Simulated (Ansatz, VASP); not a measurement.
**InP in VASP and in Ansatz**

```xyz
2
Lattice="3.4134 0.0000 0.0000 0.0000 3.4134 0.0000 0.0000 0.0000 3.4134" Properties=species:S:1:pos:R:3 pbc="T T T"
In    0.0000    0.0000    0.0000
P     1.7067    1.7067    1.7067
```

Alike in both runs: task single point; functional PBEsol; k mesh 6 × 6 × 6; no spin polarisation.

```csv
,VASP,Ansatz
version,VASP 6.6.1,Ansatz 0.2.0
potentials or method,"VASP PAW PBE potentials, release 64 (In_d, P)",plane waves
plane-wave cutoff (eV),520,420
occupations,"methfessel-paxton of order 1, width 0.2 eV","cold, width 0.2 eV"
valence electrons in the cell,18,18
```

```csv
,VASP,Ansatz,Ansatz less VASP
pressure (GPa),-2.2,-2.3,-0.11
```

VASP's potentials were made for PBE, not for PBEsol.
